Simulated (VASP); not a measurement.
# TlCl (Pm-3m) in VASP: single point with LDA

Aim: the single point of TlCl with LDA.

Everything below comes from runs of VASP 6.6.1. Logs are shortened: lines on timing, memory, paths and dates and some standing lists are left out, and cuts for length are marked.

## Step 1: The cell of the first run

The structure is cubic, space group Pm-3m (No. 221). The conventional cell has a = 3.694 Å, b = 3.694 Å, c = 3.694 Å, α = 90.00°, β = 90.00°, γ = 90.00°. Within 4.2 Å of Tl (site symmetry m-3m) lie 8 Cl at 3.20 Å and 6 Tl at 3.69 Å. Within 4.2 Å of Cl (site symmetry m-3m) lie 8 Tl at 3.20 Å and 6 Cl at 3.69 Å.

## Step 2: Single point, LDA

File INCAR:

```
SYSTEM = TlCl
ALGO = Normal
EDIFF = 1E-6
ENCUT = 500
GGA = CA
GGA_COMPAT = .FALSE.
ISIF = 2
ISMEAR = -1
LASPH = .TRUE.
LCHARG = .FALSE.
LREAL = .FALSE.
LWAVE = .FALSE.
NBANDS = 17
NELM = 120
PREC = Accurate
SIGMA = 0.05
```

File KPOINTS:

```
k-points
0
G
  10 10 10
  0 0 0
```

File POSCAR:

```
TlCl
1.0
    3.6938912535      0.0000000000      0.0000000000
    0.0000000000      3.6938912535      0.0000000000
    0.0000000000      0.0000000000      3.6938912535
Tl Cl
1 1
Direct
    0.0000000000      0.0000000000      0.0000000000
    0.5000000000      0.5000000000      0.5000000000
```

Potentials or basis: VASP PAW LDA potentials, release 64 (Tl_d, Cl).

On the command line:

```
$ cat potpaw_LDA.64/Tl_d/POTCAR potpaw_LDA.64/Cl/POTCAR > POTCAR
$ mpirun -np 1 vasp_std > vasp.out
```

OUTCAR:

```text
SYSTEM = TlCl
   EDIFF = 1E-6
   ENCUT = 500
   GGA = CA
   ISIF = 2
   ISMEAR = -1
   LASPH = .TRUE.
   LREAL = .FALSE.
   NELM = 120
   PREC = Accurate

 ion  position               nearest neighbor table
   1  0.000  0.000  0.000-   2 3.20   2 3.20   2 3.20   2 3.20   2 3.20   2 3.20   2 3.20   2 3.20

   2  0.500  0.500  0.500-   1 3.20   1 3.20   1 3.20   1 3.20   1 3.20   1 3.20   1 3.20   1 3.20

  LATTYP: Found a simple cubic cell.
 ALAT       =     3.6938912535

  Lattice vectors:

 A1 = (   3.6938912535,   0.0000000000,   0.0000000000)
 A2 = (   0.0000000000,   3.6938912535,   0.0000000000)
 A3 = (   0.0000000000,   0.0000000000,   3.6938912535)

Analysis of symmetry for initial positions (statically):
=====================================================================
 Subroutine PRICEL returns:
 Original cell was already a primitive cell.

 Routine SETGRP: Setting up the symmetry group for a
 simple cubic supercell.

 Subroutine GETGRP returns: Found 48 space group operations
 (whereof 48 operations were pure point group operations)
 out of a pool of 48 trial point group operations.

The static configuration has the point symmetry O_h .

Analysis of symmetry for dynamics (positions and initial velocities):
=====================================================================
 Subroutine PRICEL returns:
 Original cell was already a primitive cell.

 Routine SETGRP: Setting up the symmetry group for a
 simple cubic supercell.

 Subroutine GETGRP returns: Found 48 space group operations
 (whereof 48 operations were pure point group operations)
 out of a pool of 48 trial point group operations.

The dynamic configuration has the point symmetry O_h .

 Subroutine INISYM returns: Found 48 space group operations
 (whereof 48 operations are pure point group operations),
 and found     1 'primitive' translations

----------------------------------------------------------------------------------------

                                     Primitive cell

  volume of cell :      50.4025

  direct lattice vectors                    reciprocal lattice vectors
     3.693891253  0.000000000  0.000000000     0.270717228  0.000000000  0.000000000
     0.000000000  3.693891253  0.000000000     0.000000000  0.270717228  0.000000000
     0.000000000  0.000000000  3.693891253     0.000000000  0.000000000  0.270717228

[... 74 lines left out ...]
   PREC   = accura    normal or accurate (medium, high low for compatibility)
   ISTART =      0    job   : 0-new  1-cont  2-samecut
   ICHARG =      2    charge: 1-file 2-atom 10-const
   ISPIN  =      1    spin polarized calculation?
   LNONCOLLINEAR =      F non collinear calculations
   LSORBIT =      F    spin-orbit coupling
   LASPH  =      T    aspherical Exc in radial PAW
   ENCUT  =  500.0 eV  36.75 Ry    6.06 a.u.   6.73  6.73  6.73*2*pi/ulx,y,z
   NELM   =    120;   NELMIN=  2; NELMDL= -5     # of ELM steps
   EDIFF  = 0.1E-05   stopping-criterion for ELM
   LREAL  =      F    real-space projection
   EDIFFG = 0.1E-04   stopping-criterion for IOM
   NSW    =      0    number of steps for IOM
   IBRION =     -1    ionic relax: 0-MD 1-quasi-New 2-CG
   NFREE  =      0    steps in history (QN), initial steepest desc. (CG)
   ISIF   =      2    stress and relaxation
   ISYM   =      2    0-nonsym 1-usesym 2-fastsym
   POTIM  = 0.5000    time-step for ionic-motion
   TEBEG  =    0.0;   TEEND  =   0.0 temperature during run
   PSTRESS=    0.0 pullay stress
   NELECT =      20.0000    total number of electrons
   NUPDOWN=      -1.0000    fix difference up-down
   EMIN   =  10.00;   EMAX   =-10.00  energy-range for DOS
   EFERMI =   0.00;   METHOD = LEGACY
   ISMEAR =    -1;   SIGMA  =   0.05  broadening in eV -4-tet -1-fermi 0-gaus
   EFERMI_NEDOS =   21; number of points for ismear=-14 and -15
   IALGO  =     38    algorithm
   IMIX   =      4    mixing-type and parameters
     AMIX     =   0.40;   BMIX     =  1.00
     AMIX_MAG =   1.60;   BMIX_MAG =  1.00
  volume/ion in A,a.u.               =      25.20       170.07
  Fermi-wavevector in a.u.,A,eV,Ry     =   1.203005  2.273350 19.690634  1.447221
  Thomas-Fermi vector in A             =   2.338770
   LORBIT       =      0    0 simple, 1 ext, 2 COOP (PROOUT), +10 PAW based schemes
   GGA     = CA    functional components
   LHFCALC =     F    Hartree Fock is set to
   AEXX    =    0.0000 exact exchange contribution
   IVDW    =     0    specifies the selected vdW correction
   LEPSILON=     F    determine dielectric tensor
   LRPA    =     F    only Hartree local field effects (RPA)
 non-spin polarized calculation
  energy-cutoff  :      500.00
  volume of cell :       50.40
 maximum number of plane-waves:      1328
 NGX is ok and might be reduce to    28
   NGX = 13   NGY = 13   NGZ = 13

 number of electron      19.9999999 magnetization

 Free energy of the ion-electron system (eV)
  ---------------------------------------------------
  ext. energy  EPLUGINS =         0.00000000
  ---------------------------------------------------
  free energy    TOTEN  =        -7.00659517 eV

  energy without entropy =       -7.00659516  energy(sigma->0) =       -7.00659516

 E-fermi :   4.6242     XC(G=0): -10.1288

 val. band max:        3.8491724307   @ k =   0.5000   0.0000   0.0000
 cond. band min:       5.3935301321   @ k =   0.5000   0.0000   0.0000
 fundamental gap:      1.5443577014
 Fermi energy:         4.6241788355

 k-point     1 :       0.0000    0.0000    0.0000
  band No.  band energies     occupation
      1     -10.6219      2.00000
      2      -6.3991      2.00000
      3      -6.3991      2.00000
      4      -6.0573      2.00000
      5      -6.0573      2.00000
      6      -6.0573      2.00000
[... 457 lines left out ...]
      4      -6.1528      2.00000
      5      -6.1244      2.00000
      6      -6.0706      2.00000
[... 9 lines left out ...]
     16      16.2798      0.00000
     17      17.1472      0.00000

 [... further k-points ...]
[... 5 lines left out ...]
  --------------------------------------------------------------------------------------
  -------------------------------------------------------------------------------------
  Total        0.0012102      0.0012102      0.0012102      0.0000000      0.0000000      0.0000000
  in kB        0.0384684      0.0384684      0.0384684      0.0000000      0.0000000      0.0000000
  external PRESSURE =       0.0384684 kB  Pullay stress =       0.0000000 kB

 VOLUME and BASIS-vectors are now :
 -----------------------------------------------------------------------------
  energy-cutoff  :      500.00
  volume of cell :       50.40
      direct lattice vectors                 reciprocal lattice vectors
     3.693891253  0.000000000  0.000000000     0.270717228  0.000000000  0.000000000
     0.000000000  3.693891253  0.000000000     0.000000000  0.270717228  0.000000000
     0.000000000  0.000000000  3.693891253     0.000000000  0.000000000  0.270717228

 POSITION                                       TOTAL-FORCE (eV/Angst)
 -----------------------------------------------------------------------------------
      0.00000      0.00000      0.00000         0.000000      0.000000      0.000000
      1.84695      1.84695      1.84695         0.000000      0.000000      0.000000
 -----------------------------------------------------------------------------------
    total drift:                               -0.000000      0.000000      0.000000

  FREE ENERGIE OF THE ION-ELECTRON SYSTEM (eV)
  ---------------------------------------------------
  free  energy   TOTEN  =        -7.0065951660 eV

  energy  without entropy=       -7.0065951640  energy(sigma->0) =       -7.00659516
```

stdout:

```text
POSCAR found type information on POSCAR TlCl
 POSCAR found :  2 types and       2 ions
 scaLAPACK will be used
 LDA part: xc-table for (Slater(with rela. corr.)+CA(PZ))
 , standard interpolation
 POSCAR, INCAR and KPOINTS ok, starting setup
 FFT: planning ... GRIDC
 FFT: planning ... GRID_SOFT
 FFT: planning ... GRID
 WAVECAR not read
 entering main loop
```

Wall time 20 s (1 thread of Intel Xeon Platinum 8488C (Sapphire Rapids), shared host); peak memory 0.17 GiB.

What came out:

```yaml
Free_energy: -7.0066 eV
Pressure: 0.0 GPa
Band_gap_on_the_k_mesh: 1.54 eV
```

Caveat: spin-orbit coupling is left out, which moves the levels of the heavy elements. A k mesh can miss the band edges.
